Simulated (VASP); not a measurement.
Here is a VASP 6.6.1 calculation.

POSCAR

```
CdTe
1.0
    0.0000000000      3.4763673298      3.2799012452
    3.4763673298      0.0000000000      3.2799012452
    3.4763673298      3.4763673298      0.0000000000
Cd Te
1 1
Direct
    0.0000000000      0.0000000000      0.0000000000
    0.2500000000      0.2500000000      0.2500000000
```

The input INCAR.step1:

```
SYSTEM = CdTe
PREC     = Accurate       ! precision mode
ENCUT    = 520            ! plane-wave cutoff, eV
ISMEAR   = 0              ! smearing method
SIGMA    = 0.01           ! smearing width, eV
LREAL    = .False.        ! projectors in reciprocal space
LASPH    = .True.         ! aspherical terms in the spheres
NELM     = 100            ! most SCF steps
NBANDS   = 16             ! bands
GGA      = PE             ! functional
ALGO     = Normal         ! electronic algorithm
EDIFF    = 1E-4           ! SCF threshold, eV
LWAVE    = .True.         ! write WAVECAR
LCHARG   = .False.        ! write CHGCAR
```

The input INCAR.step2:

```
SYSTEM = CdTe
PREC     = Accurate       ! precision mode
ENCUT    = 520            ! plane-wave cutoff, eV
EDIFF    = 1E-6           ! SCF threshold, eV
ISMEAR   = 0              ! smearing method
SIGMA    = 0.01           ! smearing width, eV
LREAL    = .False.        ! projectors in reciprocal space
LASPH    = .True.         ! aspherical terms in the spheres
NELM     = 100            ! most SCF steps
ALGO     = Normal         ! electronic algorithm
ISIF     = 2              ! what is computed and relaxed
LWAVE    = .False.        ! write WAVECAR
LCHARG   = .False.        ! write CHGCAR
METAGGA  = R2SCAN         ! meta-GGA
LMIXTAU  = .True.       
NBANDS   = 16             ! bands
ISTART   = 1
```

File KPOINTS:

```
Automatic mesh
0
Gamma
  6 6 6
  0 0 0
```

Potentials or basis: VASP PAW PBE potentials, release 64 (Cd, Te).

Command:

```bash
$ cat potpaw_PBE.64/Cd/POTCAR potpaw_PBE.64/Te/POTCAR > POTCAR
$ cp INCAR.step1 INCAR
$ mpirun -np 1 vasp_std > vasp.out
$ cp INCAR.step2 INCAR
$ mpirun -np 1 vasp_std > vasp.out
```

Problem. Predict the pressure.

Solution. -3.6 GPa.

Problem. Estimate the band gap on the k mesh.

Solution. 0.67 eV.

Stress tensor (GPa, compression positive):
```
-3.91  0.00  0.00
 0.00 -3.91  0.00
 0.00  0.00 -2.88
```

Caveat: the cell differs from its parent crystal (biaxial xy strain +6.0%); the cell stands under tension; the PAW data sets were made with another functional, which shifts forces and pressure a little; spin-orbit coupling is left out, which moves the levels of the heavy elements.
